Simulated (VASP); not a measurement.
# MgI2 (P-3m1) in VASP: a series of runs

MgI2 is run at these levels: PBEsol; tasks: single point.

All numbers are computed with VASP 6.6.1; they aren't measurements. Logs are shortened: lines on timing, memory, paths and dates and some standing lists are left out, and cuts for length are marked.

## (1) The cell of the first run

The structure is trigonal, space group P-3m1 (No. 164). Conventional cell: a = 4.131 Å, b = 4.131 Å, c = 7.024 Å, α = 90.00°, β = 90.00°, γ = 120.00°. Mg (site symmetry -3m) has 6 I at 2.91 Å within 3.8 Å. I (site symmetry 3m) has 3 Mg at 2.91 Å within 3.8 Å.

## (2) Single point, PBEsol

INCAR reads:

```
  PREC = Accurate
  ENCUT = 520
  EDIFF = 1E-7
  ISMEAR = 0
  SIGMA = 0.02
  LREAL = F
  LASPH = T
  NELM = 100
  ALGO = Normal
  ISIF = 2
  LWAVE = F
  LCHARG = F
  GGA = PS
  NBANDS = 15
```

KPOINTS reads:

```
Automatic mesh
0
Gamma
  6 6 4
```

POSCAR reads:

```
MgI2
1.0
    4.1307255317      0.0000000000      0.0000000000
   -2.0653627658      3.5773132465      0.0000000000
    0.0000000000      0.0000000000      7.0243352908
Mg I
1 2
Direct
    0.0000000000      0.0000000000      0.0000000000
    0.3333333333      0.6666666667      0.7625121869
    0.6666666667      0.3333333333      0.2374878131
```

Potentials or basis: VASP PAW PBE potentials, release 64 (Mg, I).

Started as:

```
cat potpaw_PBE.64/Mg/POTCAR potpaw_PBE.64/I/POTCAR > POTCAR
mpirun -np 1 vasp_std > vasp.out
```

OUTCAR:

```text
PREC = Accurate
   ENCUT = 520
   EDIFF = 1E-7
   ISMEAR = 0
   LREAL = F
   LASPH = T
   NELM = 100
   ISIF = 2
   GGA = PS

 ion  position               nearest neighbor table
   1  0.000  0.000  0.000-   2 2.91   3 2.91   2 2.91   3 2.91   3 2.91   2 2.91
   2  0.333  0.667  0.763-   1 2.91   1 2.91   1 2.91
   3  0.667  0.333  0.237-   1 2.91   1 2.91   1 2.91

  LATTYP: Found a hexagonal cell.
 ALAT       =     4.1307255317
 C/A-ratio  =     1.7005088421

  Lattice vectors:

 A1 = (   4.1307255317,   0.0000000000,   0.0000000000)
 A2 = (  -2.0653627658,   3.5773132465,   0.0000000000)
 A3 = (   0.0000000000,   0.0000000000,   7.0243352908)

Analysis of symmetry for initial positions (statically):
=====================================================================
 Subroutine PRICEL returns:
 Original cell was already a primitive cell.

 Routine SETGRP: Setting up the symmetry group for a
 hexagonal supercell.

 Subroutine GETGRP returns: Found 12 space group operations
 (whereof 12 operations were pure point group operations)
 out of a pool of 24 trial point group operations.

The static configuration has the point symmetry D_3d.

Analysis of symmetry for dynamics (positions and initial velocities):
=====================================================================
 Subroutine PRICEL returns:
 Original cell was already a primitive cell.

 Routine SETGRP: Setting up the symmetry group for a
 hexagonal supercell.

 Subroutine GETGRP returns: Found 12 space group operations
 (whereof 12 operations were pure point group operations)
 out of a pool of 24 trial point group operations.

The dynamic configuration has the point symmetry D_3d.

 Subroutine INISYM returns: Found 12 space group operations
 (whereof 12 operations are pure point group operations),
 and found     1 'primitive' translations

----------------------------------------------------------------------------------------

                                     Primitive cell

  volume of cell :     103.7979

  direct lattice vectors                    reciprocal lattice vectors
     4.130725532  0.000000000  0.000000000     0.242088222  0.139769700  0.000000000
    -2.065362766  3.577313247  0.000000000     0.000000000  0.279539400  0.000000000
     0.000000000  0.000000000  7.024335291     0.000000000  0.000000000  0.142362225

  length of vectors
     4.130725532  4.130725532  7.024335291     0.279539400  0.279539400  0.142362225

  position of ions in fractional coordinates (direct lattice)
     0.000000000  0.000000000  0.000000000
     0.333333333  0.666666667  0.762512187
     0.666666667  0.333333333  0.237487813

  ion indices of the primitive-cell ions
   primitive index   ion index
                 1           1
                 2           2
                 3           3

----------------------------------------------------------------------------------------

 KPOINTS: Automatic mesh

Automatic generation of k-mesh.
 Grid dimensions read from file:
 generate k-points for:    6    6    4

 Generating k-lattice:

  Cartesian coordinates                     Fractional coordinates (reciprocal lattice)
     0.040348037  0.023294950  0.000000000     0.166666667  0.000000000  0.000000000
     0.000000000  0.046589900  0.000000000     0.000000000  0.166666667  0.000000000
     0.000000000  0.000000000  0.035590556     0.000000000  0.000000000  0.250000000

  Length of vectors
     0.046589900  0.046589900  0.035590556

  Shift w.r.t. Gamma in fractional coordinates (k-lattice)
     0.000000000  0.000000000  0.000000000

 Subroutine IBZKPT returns following result:
 ===========================================

 Found     24 irreducible k-points:

 Following reciprocal coordinates:
            Coordinates               Weight
  0.000000  0.000000  0.000000      1.000000
  0.166667  0.000000  0.000000      6.000000
  0.333333  0.000000  0.000000      6.000000
  0.500000  0.000000  0.000000      3.000000
  0.166667  0.166667  0.000000      6.000000
  0.333333  0.166667  0.000000     12.000000
[... 16 lines left out ...]
  0.333333  0.166667  0.500000     12.000000
  0.333333  0.333333  0.500000      2.000000
   k-points           NKPTS =     24   k-points in BZ     NKDIM =     24   number of bands    NBANDS=     15
   number of dos      NEDOS =    301   number of ions     NIONS =      3
   total plane-waves  NPLWV =  55296
   dimension x,y,z NGX =    32 NGY =   32 NGZ =   54
   dimension x,y,z NGXF=    64 NGYF=   64 NGZF=  108
   ions per type =               1   2
   NGX,Y,Z   is equivalent  to a cutoff of  12.88, 12.88, 12.78 a.u.
   NGXF,Y,Z  is equivalent  to a cutoff of  25.76, 25.76, 25.56 a.u.
 SYSTEM =  unknown system
   PREC   = accura    normal or accurate (medium, high low for compatibility)
   ISTART =      0    job   : 0-new  1-cont  2-samecut
   ICHARG =      2    charge: 1-file 2-atom 10-const
   ISPIN  =      1    spin polarized calculation?
   LNONCOLLINEAR =      F non collinear calculations
   LSORBIT =      F    spin-orbit coupling
   LASPH  =      T    aspherical Exc in radial PAW
   ENCUT  =  520.0 eV  38.22 Ry    6.18 a.u.   7.68  7.68 13.06*2*pi/ulx,y,z
   NELM   =    100;   NELMIN=  2; NELMDL= -5     # of ELM steps
   EDIFF  = 0.1E-06   stopping-criterion for ELM
   LREAL  =      F    real-space projection
   EDIFFG = 0.1E-05   stopping-criterion for IOM
   NSW    =      0    number of steps for IOM
   IBRION =     -1    ionic relax: 0-MD 1-quasi-New 2-CG
   NFREE  =      0    steps in history (QN), initial steepest desc. (CG)
   ISIF   =      2    stress and relaxation
   ISYM   =      2    0-nonsym 1-usesym 2-fastsym
   POTIM  = 0.5000    time-step for ionic-motion
   TEBEG  =    0.0;   TEEND  =   0.0 temperature during run
   PSTRESS=    0.0 pullay stress
   NELECT =      16.0000    total number of electrons
   NUPDOWN=      -1.0000    fix difference up-down
   EMIN   =  10.00;   EMAX   =-10.00  energy-range for DOS
   EFERMI =   0.00;   METHOD = LEGACY
   ISMEAR =     0;   SIGMA  =   0.02  broadening in eV -4-tet -1-fermi 0-gaus
   EFERMI_NEDOS =   21; number of points for ismear=-14 and -15
   IALGO  =     38    algorithm
   IMIX   =      4    mixing-type and parameters
     AMIX     =   0.40;   BMIX     =  1.00
     AMIX_MAG =   1.60;   BMIX_MAG =  1.00
  volume/ion in A,a.u.               =      34.60       233.49
  Fermi-wavevector in a.u.,A,eV,Ry     =   0.877779  1.658762 10.483240  0.770496
  Thomas-Fermi vector in A             =   1.997775
   LORBIT       =      0    0 simple, 1 ext, 2 COOP (PROOUT), +10 PAW based schemes
   GGA     = PS    functional components
   LHFCALC =     F    Hartree Fock is set to
   AEXX    =    0.0000 exact exchange contribution
   IVDW    =     0    specifies the selected vdW correction
   LEPSILON=     F    determine dielectric tensor
   LRPA    =     F    only Hartree local field effects (RPA)
 non-spin polarized calculation
 Gauss-broadening in eV      SIGMA  =   0.02
  energy-cutoff  :      520.00
  volume of cell :      103.80
 maximum number of plane-waves:      2812
 NGX is ok and might be reduce to    32
   NGX = 15   NGY = 15   NGZ = 27

 number of electron      16.0000002 magnetization

 Free energy of the ion-electron system (eV)
  ---------------------------------------------------
  ext. energy  EPLUGINS =         0.00000000
  ---------------------------------------------------
  free energy    TOTEN  =        -8.42226723 eV

  energy without entropy =       -8.42226723  energy(sigma->0) =       -8.42226723

 E-fermi :   2.2071     XC(G=0):  -8.2954

 val. band max:        2.0578816127   @ k =   0.0000   0.0000   0.0000
 cond. band min:       5.5951633779   @ k =   0.5000   0.0000   0.2500
 fundamental gap:      3.5372817652
 Fermi energy:         2.2071055478

 k-point     1 :       0.0000    0.0000    0.0000
  band No.  band energies     occupation
      1     -10.0144      2.00000
      2      -9.3343      2.00000
      3      -1.4435      2.00000
      4       1.6955      2.00000
      5       1.6955      2.00000
      6       1.9966      2.00000
      7       2.0579      2.00000
      8       2.0579      2.00000
      9       5.7496      0.00000
     10       6.8082      0.00000
     11       8.7857      0.00000
     12       8.7857      0.00000
     13       9.3433      0.00000
     14      10.1945      0.00000
     15      10.1945      0.00000

 k-point     2 :       0.1667    0.0000    0.0000
  band No.  band energies     occupation
      1      -9.8695      2.00000
      2      -9.2559      2.00000
      3      -1.2537      2.00000
      4       0.6605      2.00000
      5       1.1686      2.00000
      6       1.3792      2.00000
      7       1.9273      2.00000
      8       1.9893      2.00000
      9       6.6538      0.00000
     10       7.4224      0.00000
     11       8.2588      0.00000
     12       9.1766      0.00000
     13       9.2068      0.00000
     14      10.0738      0.00000
     15      10.6279      0.00000

 k-point     3 :       0.3333    0.0000    0.0000
  band No.  band energies     occupation
      1      -9.5246      2.00000
      2      -9.1137      2.00000
      3      -1.1210      2.00000
      4      -0.5449      2.00000
      5       0.1398      2.00000
      6       0.9294      2.00000
      7       1.5989      2.00000
      8       1.7573      2.00000
      9       6.1303      0.00000
     10       7.4629      0.00000
     11       7.9496      0.00000
     12       9.2341      0.00000
     13       9.5668      0.00000
     14      10.6191      0.00000
     15      11.0621      0.00000
[... 343 lines left out ...]
 k-point    23 :       0.3333    0.1667    0.5000
  band No.  band energies     occupation
      1      -9.2528      2.00000
      2      -9.1206      2.00000
      3      -1.3718      2.00000
      4      -0.8845      2.00000
      5       0.1403      2.00000
      6       0.5513      2.00000
      7       1.3226      2.00000
      8       1.4905      2.00000
      9       6.3754      0.00000
     10       7.5826      0.00000
     11       8.2586      0.00000
     12       8.9424      0.00000
     13       9.1198      0.00000
     14      10.3163      0.00000
     15      11.2473      0.00000

 k-point    24 :       0.3333    0.3333    0.5000
  band No.  band energies     occupation
      1      -9.1152      2.00000
      2      -9.1152      2.00000
      3      -1.1257      2.00000
      4      -0.6786      2.00000
      5      -0.6786      2.00000
      6      -0.1238      2.00000
      7       1.4853      2.00000
      8       1.4853      2.00000
      9       6.8704      0.00000
     10       7.7896      0.00000
     11       7.7896      0.00000
     12       9.3439      0.00000
     13      10.4537      0.00000
     14      10.6010      0.00000
     15      10.8406      0.00000

------------------------ aborting loop because EDIFF is reached ----------------------------------------

  FORCE on cell =-STRESS in cart. coord.  units (eV):
  Direction    XX          YY          ZZ          XY          YZ          ZX
  --------------------------------------------------------------------------------------
  -------------------------------------------------------------------------------------
  Total       -0.0140374     -0.0140374     -0.0089310     -0.0000000      0.0000000     -0.0000000
  in kB       -0.2166756     -0.2166756     -0.1378545     -0.0000000      0.0000000     -0.0000000
  external PRESSURE =      -0.1904019 kB  Pullay stress =       0.0000000 kB

 VOLUME and BASIS-vectors are now :
 -----------------------------------------------------------------------------
  energy-cutoff  :      520.00
  volume of cell :      103.80
      direct lattice vectors                 reciprocal lattice vectors
     4.130725532  0.000000000  0.000000000     0.242088222  0.139769700  0.000000000
    -2.065362766  3.577313247  0.000000000     0.000000000  0.279539400  0.000000000
     0.000000000  0.000000000  7.024335291     0.000000000  0.000000000  0.142362225

 POSITION                                       TOTAL-FORCE (eV/Angst)
 -----------------------------------------------------------------------------------
      0.00000      0.00000      0.00000         0.000000     -0.000000      0.000000
     -0.00000      2.38488      5.35614         0.000000     -0.000000      0.002890
      2.06536      1.19244      1.66819        -0.000000      0.000000     -0.002890
 -----------------------------------------------------------------------------------
    total drift:                               -0.000000      0.000000     -0.000000

  FREE ENERGIE OF THE ION-ELECTRON SYSTEM (eV)
  ---------------------------------------------------
  free  energy   TOTEN  =        -8.4222672271 eV

  energy  without entropy=       -8.4222672271  energy(sigma->0) =       -8.42226723
```

It took 18 s on 1 thread of AMD EPYC 9R45 (Zen 5), shared host; peak memory 0.2 GiB.

Results:

* Free energy: -8.4223 eV
* Pressure: 0.0 GPa
* Band gap on the k mesh: 3.54 eV (least direct gap 3.69 eV)

Forces on the atoms (eV/Å):
```
Mg   0.000  0.000  0.000
I    0.000  0.000  0.003
I    0.000  0.000 -0.003
```

Caveat: the PAW data sets were made with another functional, which shifts forces and pressure a little; spin-orbit coupling is left out, which moves the levels of the heavy elements; this functional lacks dispersion, which binds layers or chains, so the pressure and a relaxed spacing across them are unreliable. A k mesh can miss the band edges.

(Part 1 of 2 ends here.)
